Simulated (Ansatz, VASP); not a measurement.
# ZrB2 in VASP and in Ansatz

INCAR

```
PREC = Accurate ; ENCUT = 520
EDIFF = 1E-7 ; ISMEAR = 0
SIGMA = 0.15 ; LREAL = F
LASPH = T ; NELM = 80
ALGO = Normal ; ISIF = 2
LWAVE = F ; LCHARG = T
GGA = PS ; LELF = T
LVHAR = T ; NBANDS = 16
```

KPOINTS

```
Automatic mesh
0
Gamma
  18 18 12
```

File POSCAR:

```
ZrB2
1.0
    3.1323811222      0.0000000000      0.0000000000
   -1.5661905611      2.7127216261      0.0000000000
    0.0000000000      0.0000000000      3.6996553434
Zr B
1 2
Direct
    0.0000000000      0.0000000000      0.0000000000
    0.3333333333      0.6666666667      0.5000000000
    0.6666666667      0.3333333333      0.5000000000
```

Input for Ansatz:

```yaml
crystal:
  lattice:
    - [3.1323811222, 0.0, 0.0]
    - [-1.5661905611, 2.7127216261, 0.0]
    - [0.0, 0.0, 3.6996553434]
  atoms:
    - { symbol: Zr, position: [0.0, 0.0, 0.0] }
    - { symbol: B, position: [0.3333333333, 0.6666666667, 0.5] }
    - { symbol: B, position: [0.6666666667, 0.3333333333, 0.5] }
basis:
  ecutwfc: 520.0
kpoints:
  mp_grid: { grid: [18, 18, 12] }
hamiltonian:
  xc: pbesol
scf:
  occupations: { method: gaussian, width: 0.15 }
output:
  forces: true
  stress: true
  eigenvalues: true
```

Alike in both runs: task single point; functional PBEsol; k mesh 18 × 18 × 12; occupations gaussian, width 0.15 eV; no spin polarisation.

|  | VASP | Ansatz |
| --- | --- | --- |
| version | VASP 6.6.1 | Ansatz 0.2.0 |
| potentials or method | VASP PAW PBE potentials, release 64 (Zr_sv, B), cutoff 520 eV | scalar-relativistic, plane waves, PAW |
| valence electrons in the cell | 18 | 18 |

```tsv
	VASP	Ansatz	Ansatz less VASP
gap on the k mesh at the Fermi level (eV)	none	none	-
pressure (GPa)	-7.6	-7.9	-0.30
traceless stress, the component that is largest in VASP (GPa)	-12.62	-12.60	+0.026
```

VASP's potentials were made for PBE, not for PBEsol. A gap of «none» marks a metal or a gap that the smearing closes.
